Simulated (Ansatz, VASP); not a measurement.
# CdS: VASP beside Ansatz

The input INCAR:

```
  ALGO = Normal
  EDIFF = 1E-6
  ENCUT = 630
  GGA = RP
  GGA_COMPAT = F
  ISIF = 2
  ISMEAR = -1
  LASPH = T
  LCHARG = F
  LREAL = F
  LWAVE = F
  NBANDS = 20
  NELM = 120
  PREC = Accurate
  SIGMA = 0.15
```

KPOINTS

```
k-points
0
Gamma
  8 8 8
```

Contents of POSCAR:

```
CdS
1.0
    0.0000000000      3.1155152588      3.1155152588
    3.1155152588      0.0000000000      3.1155152588
    3.1155152588      3.1155152588      0.0000000000
Cd S
1 1
Direct
    0.0000000000      0.0000000000      0.0000000000
    0.7500000000      0.7500000000      0.7500000000
```

The input input.yaml:

```yaml
crystal:
  lattice:
    - [0.0, 3.1155152588, 3.1155152588]
    - [3.1155152588, 0.0, 3.1155152588]
    - [3.1155152588, 3.1155152588, 0.0]
  atoms:
    - { symbol: Cd, position: [0.0, 0.0, 0.0] }
    - { symbol: S, position: [0.75, 0.75, 0.75] }
hamiltonian:
  xc: rpbe
  pseudopotentials: { kind: paw }
kpoints:
  mp_grid: { grid: [8, 8, 8] }
scf:
  occupations: { method: fermi_dirac, width: 0.15 }
output:
  forces: true
  stress: true
  eigenvalues: true
  write_density: true
  write_potential: true
  elf: true
  volumetric_format: npy
```

Alike in both runs: task single point; functional RPBE; k mesh 8 × 8 × 8; occupations fermi-dirac, width 0.15 eV; no spin polarisation.

|  | VASP | Ansatz |
| --- | --- | --- |
| version | VASP 6.6.1 | Ansatz 0.2.0 |
| potentials or method | VASP PAW PBE potentials, release 64 (Cd_sv_GW, S) | Ansatz PAW |
| plane-wave cutoff (eV) | 630 | 420 |
| valence electrons in the cell | 26 | 26 |

```tsv
	VASP	Ansatz	Ansatz less VASP
gap on the k mesh at the Fermi level (eV)	0.88	0.88	0.000
least direct gap on the mesh (eV)	0.88	0.88	0.000
pressure (GPa)	-4.1	-4.0	+0.11
```

VASP's potentials were made for PBE, not for RPBE.
